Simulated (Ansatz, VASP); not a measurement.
**Two plane-wave programs on TiSi2**

Contents of INCAR:

```
ALGO     = Normal         # electronic algorithm
EDIFF    = 1E-6           # SCF threshold, eV
EDIFFG   = -0.01          # ionic threshold
ENCUT    = 600            # plane-wave cutoff, eV
GGA      = PE             # functional
IBRION   = 2              # ionic algorithm
ISIF     = 3              # what is computed and relaxed
ISMEAR   = 0              # smearing method
LASPH    = True           # aspherical terms in the spheres
LCHARG   = False          # write CHGCAR
LREAL    = False          # projectors in reciprocal space
LWAVE    = False          # write WAVECAR
NELM     = 80             # most SCF steps
NSW      = 100            # ionic steps
PREC     = Accurate       # precision mode
SIGMA    = 0.1            # smearing width, eV
```

The input KPOINTS:

```
k-points
0
Gamma
  12 12 14
```

Contents of POSCAR:

```
TiSi2
1.0
    4.0153492817      0.0000000000      0.0000000000
   -2.0076746409      3.4773944830      0.0000000000
    0.0000000000      0.0000000000      3.1586447397
Ti Si
1 2
Direct
    0.0000000000      0.0000000000      0.0000000000
    0.3333333333      0.6666666667      0.5000000000
    0.6666666667      0.3333333333      0.5000000000
```

Input for Ansatz:

```yaml
crystal:
  lattice:
    - [4.0153492817, 0.0, 0.0]
    - [-2.0076746409, 3.477394483, 0.0]
    - [0.0, 0.0, 3.1586447397]
  atoms:
    - { symbol: Ti, position: [0.0, 0.0, 0.0] }
    - { symbol: Si, position: [0.3333333333, 0.6666666667, 0.5] }
    - { symbol: Si, position: [0.6666666667, 0.3333333333, 0.5] }
basis:
  ecutwfc: 420
kpoints:
  mp_grid: { grid: [12, 12, 14] }
hamiltonian:
  xc: pbe
scf:
  occupations: { method: gaussian, width: 0.1 }
output:
  forces: true
  stress: true
  eigenvalues: true
  write_density: true
  write_potential: true
  elf: true
  volumetric_format: npy
relax:
  adjacent_minimum: "off"
  f_tol: 0.01
  max_steps: 80
  cell: { stress_tol: 0.05 }
```

Change from the starting cell: species swapped into the ErGa2 type (P6/mmm, No. 191).

Alike in both runs: task relaxation of cell and atoms; functional PBE; k mesh 12 × 12 × 14; occupations gaussian, width 0.1 eV; no spin polarisation.

|  | VASP | Ansatz |
| --- | --- | --- |
| version | VASP 6.6.1 | Ansatz 0.2.0 |
| potentials or method | VASP PAW PBE potentials, release 64 (Ti_sv, Si), cutoff 600 eV | scalar-relativistic, plane waves, PAW |
| valence electrons in the cell | 20 | 20 |

```tsv
	VASP	Ansatz	Ansatz less VASP
gap on the k mesh at the Fermi level, each at its own relaxed structure (eV)	none	none	-
relaxed volume (Å³/atom)	14.16	14.17	+0.012
relaxed length of the cell vector where the two differ most in proportion (Å)	4.372	4.373	+0.0014
```

A gap of «none» marks a metal or a gap that the smearing closes.
